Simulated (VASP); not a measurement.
# Bi (P-1) in VASP: notebook, part 2 of 2

VASP 6.6.1. The steps go on from the part before.

## 4. Relaxation of cell and atoms, PBE

File INCAR:

```
SYSTEM = Bi
  ALGO = Normal
  EDIFF = 1E-7
  EDIFFG = -0.01
  ENCUT = 600
  GGA = PE
  IBRION = 2
  ISIF = 3
  ISMEAR = -1
  LASPH = .TRUE.
  LCHARG = .FALSE.
  LREAL = .FALSE.
  LWAVE = .FALSE.
  NELM = 100
  NSW = 100
  PREC = Accurate
  SIGMA = 0.05
```

File KPOINTS:

```
k-points
0
G
  6 6 6
  0 0 0
```

File POSCAR:

```
Bi
1.0
    2.2675000000      1.3091417354      3.9380000000
   -2.2675000000      1.3091417354      3.9380000000
    0.0000000000     -2.6182834708      3.9380000000
Bi
2
Direct
    0.2265312100      0.2274869400      0.2403358500
    0.7688458000      0.7901793900      0.7739823800
```

Potentials or basis: VASP PAW PBE potentials, release 64 (Bi_d).

The run is started by

```console
> cat potpaw_PBE.64/Bi_d/POTCAR > POTCAR
> mpirun -np 1 vasp_std > vasp.out
```

OUTCAR:

```text
SYSTEM = Bi
   EDIFF = 1E-7
   EDIFFG = -0.01
   ENCUT = 600
   GGA = PE
   IBRION = 2
   ISIF = 3
   ISMEAR = -1
   LASPH = .TRUE.
   LREAL = .FALSE.
   NELM = 100
   NSW = 100
   PREC = Accurate

 ion  position               nearest neighbor table
   1  0.227  0.227  0.240-   2 2.94   2 2.97   2 3.04   2 3.58   2 3.64   2 3.67
   2  0.769  0.790  0.774-   1 2.94   1 2.97   1 3.04   1 3.58   1 3.64   1 3.67

  LATTYP: Found a trigonal (rhomboedric) cell.
 ALAT       =     4.7289800521
 COS(alpha) =     0.5401781303

  Lattice vectors:

 A1 = (   2.2675000000,   1.3091417354,   3.9380000000)
 A2 = (  -2.2675000000,   1.3091417354,   3.9380000000)
 A3 = (   0.0000000000,  -2.6182834708,   3.9380000000)

Analysis of symmetry for initial positions (statically):
[... 815 lines left out ...]
  free  energy   TOTEN  =        -7.7818905383 eV

  energy  without entropy=       -7.7790989682  energy(sigma->0) =       -7.78049475

[... ionic steps 4 to 8 ...]

--------------------------------------- Ionic step        9  -------------------------------------------

 number of electron      30.0000001 magnetization

------------------------ aborting loop because EDIFF is reached ----------------------------------------
[... 67 lines left out ...]
--------------------------------------- Ionic step       11  -------------------------------------------

 number of electron      30.0000001 magnetization

 Free energy of the ion-electron system (eV)
  ---------------------------------------------------
  ext. energy  EPLUGINS =         0.00000000
  ---------------------------------------------------
  free energy    TOTEN  =        -7.79901352 eV

  energy without entropy =       -7.79626575  energy(sigma->0) =       -7.79763964

 E-fermi :   5.7142     XC(G=0):  -9.2947

 val. band max:        5.6281842613   @ k =   0.1667   0.3333   0.1667
 cond. band min:       5.7765276536   @ k =  -0.3333   0.5000   0.3333
 fundamental gap:      0.1483433924
 Fermi energy:         5.7142097099

 k-point     1 :       0.0000    0.0000    0.0000
  band No.  band energies     occupation
      1     -17.0728      2.00000
      2     -17.0723      2.00000
      3     -16.9404      2.00000
      4     -16.9380      2.00000
      5     -16.9247      2.00000
      6     -16.7792      2.00000
[... 548 lines left out ...]
  FREE ENERGIE OF THE ION-ELECTRON SYSTEM (eV)
  ---------------------------------------------------
  free  energy   TOTEN  =        -7.7990135165 eV

  energy  without entropy=       -7.7962657537  energy(sigma->0) =       -7.79763964

 reached required accuracy - stopping structural energy minimisation
```

CONTCAR:

```text
Bi
   1.00000000000000
     2.2668753400754791    1.3443266748572926    4.0565186798808339
    -2.3186159485324249    1.3459070045356474    4.0860268913459912
    -0.0244812895642740   -2.6246537913759611    4.0490310657407482
  Bi
     2
Direct
     0.2323701051811956    0.2359407856110084    0.2437518149137919
     0.7630069048188031    0.7817255443889889    0.7705664150862087

  0.00000000E+00  0.00000000E+00  0.00000000E+00
  0.00000000E+00  0.00000000E+00  0.00000000E+00
```

Run time: 18 min. Hardware: 1 thread of AMD EPYC 7R13 (Zen 3), shared host; peak memory 0.32 GiB.

What came out:

| Property | Result |
| --- | --- |
| Free energy | -7.7990 eV |
| Relaxed volume | 36.99 Å³/atom |
| Relaxed cell | a = 4.837 Å, b = 4.887 Å, c = 4.825 Å, α = 56.35°, β = 56.63°, γ = 56.27° |
| Space group after relaxing (to 0.05 Å) | C2/m (No. 12) |
| Energy gained by relaxing | 63.1 meV/atom |
| Ionic steps | 11 |
| Pressure after relaxing | 0.0 GPa |
| Largest force after relaxing | 0.004 eV/Å |
| Band gap on the k mesh | zero (band 15 reaches 5.78 eV, above the bottom of band 16 at 5.58 eV) |

Forces on the atoms (eV/Å):
```
Bi   0.002  0.004  0.001
Bi  -0.002 -0.004 -0.001
```

The path:
```csv
step,energy change (eV),largest force (eV/Å),pressure (GPa),volume (Å³)
1,0.0000,1.0869,4.25,70.14
2,-0.0679,0.1721,-2.58,79.98
3,-0.1090,0.2571,-0.43,75.92
4,-0.1090,0.2704,-0.36,75.81
5,-0.1189,0.1792,-0.23,75.21
6,-0.1258,0.0326,-0.02,74.23
7,-0.1259,0.0248,0.00,74.15
8,-0.1260,0.0107,-0.03,74.13
9,-0.1260,0.0106,-0.02,74.14
10,-0.1261,0.0069,-0.01,74.08
11,-0.1261,0.0042,0.00,73.97
```

Final structure:
```xyz
2
Lattice="2.2669 1.3443 4.0565 -2.3186 1.3459 4.0860 -0.0245 -2.6247 4.0490" Properties=species:S:1:pos:R:3 pbc="T T T"
Bi   -0.0263   -0.0098    2.8936
Bi   -0.1017    0.0554    9.4094
```

Caveat: spin-orbit coupling is left out, which moves the levels of the heavy elements.

## 5. Single point, PBE

This run uses another cell than the first one, of 37.06 Å³/atom, 1.057 times its volume.

File INCAR:

```
SYSTEM = Bi
PREC = Accurate
ENCUT = 520
EDIFF = 1E-6
ISMEAR = -1
SIGMA = 0.05
LREAL = .False.
LASPH = .True.
NELM = 100
ALGO = Normal
ISIF = 2
LWAVE = .False.
LCHARG = .False.
GGA = PE
NBANDS = 22
```

File KPOINTS:

```
regular mesh
0
Gamma
  6 6 6
  0 0 0
```

File POSCAR:

```
Bi
1.0
    2.2768059714      1.3348425456      4.0669525413
   -2.3069457687      1.3338980351      4.0846210249
   -0.0158878687     -2.6364491710      4.0650518842
Bi
2
Direct
    0.2317334679      0.2380706600      0.2416943951
    0.7636435421      0.7795956700      0.7726238349
```

Potentials or basis: VASP PAW PBE potentials, release 64 (Bi_d).

The run is started by

```console
> cat potpaw_PBE.64/Bi_d/POTCAR > POTCAR
> mpirun -np 1 vasp_std > vasp.out
```

OUTCAR:

```text
SYSTEM = Bi
   PREC = Accurate
   ENCUT = 520
   EDIFF = 1E-6
   ISMEAR = -1
   LREAL = .False.
   LASPH = .True.
   NELM = 100
   ISIF = 2
   GGA = PE

 ion  position               nearest neighbor table
   1  0.232  0.238  0.242-   2 3.09   2 3.09   2 3.11   2 3.58   2 3.63   2 3.64
   2  0.764  0.780  0.773-   1 3.09   1 3.09   1 3.11   1 3.58   1 3.63   1 3.64

  LATTYP: Found a triclinic cell.
 ALAT       =     4.5839923854
 B/A-ratio  =     1.0003478283
 C/A-ratio  =     1.0639260647
[... 795 lines left out ...]

  FORCE on cell =-STRESS in cart. coord.  units (eV):
  Direction    XX          YY          ZZ          XY          YZ          ZX
  --------------------------------------------------------------------------------------
  -------------------------------------------------------------------------------------
  Total       -0.0279775     -0.0280920     -0.0264708      0.0002221     -0.0000353     -0.0016554
  in kB       -0.6047796     -0.6072548     -0.5722105      0.0048016     -0.0007629     -0.0357832
  external PRESSURE =      -0.5947483 kB  Pullay stress =       0.0000000 kB

 VOLUME and BASIS-vectors are now :
 -----------------------------------------------------------------------------
  energy-cutoff  :      520.00
  volume of cell :       74.12
      direct lattice vectors                 reciprocal lattice vectors
     2.276805971  1.334842546  4.066952541     0.218453424  0.125650973  0.082346591
    -2.306945769  1.333898035  4.084621025    -0.217876738  0.125745300  0.080702413
    -0.015887869 -2.636449171  4.065051884     0.000370032 -0.252060360  0.082523314

 POSITION                                       TOTAL-FORCE (eV/Angst)
 -----------------------------------------------------------------------------------
     -0.02544     -0.01033      2.89738         0.000319      0.000178      0.006191
     -0.07209      0.02226      9.43081        -0.000319     -0.000178     -0.006191
 -----------------------------------------------------------------------------------
    total drift:                                0.000023     -0.000010      0.000007

  FREE ENERGIE OF THE ION-ELECTRON SYSTEM (eV)
  ---------------------------------------------------
  free  energy   TOTEN  =        -7.7997151408 eV

  energy  without entropy=       -7.7965287872  energy(sigma->0) =       -7.79812196
```

stdout:

```text
POSCAR found type information on POSCAR Bi
 POSCAR found :  1 types and       2 ions
 scaLAPACK will be used
 LDA part: xc-table for (Slater+PW92), standard interpolation
 POSCAR, INCAR and KPOINTS ok, starting setup
 FFT: planning ... GRIDC
 FFT: planning ... GRID_SOFT
 FFT: planning ... GRID
 WAVECAR not read
 entering main loop
```

It took 94 s on 1 thread of AMD EPYC 7R13 (Zen 3), shared host; peak memory 0.26 GiB.

Results:

```
Free energy            : -7.7997 eV
Pressure               : -0.1 GPa
Largest force          : 0.006 eV/Å
Band gap on the k mesh : zero (band 15 reaches 5.70 eV, above the bottom of band 16 at 5.55 eV)
```

Forces in eV/Å, atoms in the order of the input:
```
Bi   0.000  0.000  0.006
Bi   0.000  0.000 -0.006
```

Caveat: spin-orbit coupling is left out, which moves the levels of the heavy elements.

## 6. Single point, PBE

This run uses another cell than the first one, of 36.86 Å³/atom, 1.051 times its volume.

File INCAR:

```
ALGO = Normal
EDIFF = 1E-7
ENCUT = 520
GGA = PE
ISIF = 2
ISMEAR = -1
LASPH = True
LCHARG = False
LREAL = False
LWAVE = False
NBANDS = 22
NELM = 60
PREC = Accurate
SIGMA = 0.05
```

File KPOINTS:

```
k-points
0
Gamma
  9 9 9
```

File POSCAR:

```
Bi
1.0
    2.2879403425      1.3271114015      4.0470480192
   -2.2977761610      1.3274988410      4.0525826827
   -0.0045823768     -2.6438478036      4.0462375049
Bi
2
Direct
    0.2317205578      0.2414342646      0.2413944337
    0.7636564522      0.7762320654      0.7729237963
```

Potentials or basis: VASP PAW PBE potentials, release 64 (Bi_d).

The run is started by

```console
> cat potpaw_PBE.64/Bi_d/POTCAR > POTCAR
> mpirun -np 1 vasp_std > vasp.out
```

It took 7.5 min on 1 thread of Intel Xeon Platinum 8488C (Sapphire Rapids), shared host; peak memory 0.55 GiB.

The run converged. Its results:

```
Free energy   : -7.7823 eV
Pressure      : -0.1 GPa
Largest force : 0.009 eV/Å
```

Forces on the atoms (eV/Å):
```
Bi  -0.001  0.000  0.009
Bi   0.001  0.000 -0.009
```

Levels at points of the mesh, in eV from the Fermi level:
| k point | band 13 | band 14 | band 15 | band 16 | band 17 | band 18 |
| --- | --- | --- | --- | --- | --- | --- |
| (0.00, 0.00, 0.00) | -1.42 | -1.06 | -1.05 | 2.45 | 2.90 | 2.90 |

Caveat: spin-orbit coupling is left out, which moves the levels of the heavy elements.

## 7. Summary

| task | cell | k mesh | cutoff (eV) | gap on the mesh (eV) | pressure (GPa) | largest force (eV/Å) |
| --- | --- | --- | --- | --- | --- | --- |
| relaxation of cell and atoms | relaxed from a = 4.729 Å, angles 57.3°, 2 atoms | 6 × 6 × 6 | 600 | none | 0.0 | - |
| single point | a = 4.848, b = 4.877, c = 4.845 Å, angles 56.3, 56.5, 56.2°, 2 atoms | 6 × 6 × 6 | 520 | none | -0.1 | 0.01 |
| single point | a = 4.835, b = 4.844, c = 4.833 Å, angles 56.6, 56.6, 56.6°, 2 atoms | 9 × 9 × 9 | 520 | - | -0.1 | 0.01 |

Alike in all rows: level PBE; potentials or basis VASP PAW PBE potentials, release 64 (Bi_d); no spin polarisation; smearing fermi-dirac 0.05 eV.

Caveats: spin-orbit coupling is left out, which moves the levels of the heavy elements.

Total energies depend on the potentials used, so only differences within one code and one set of settings carry meaning.
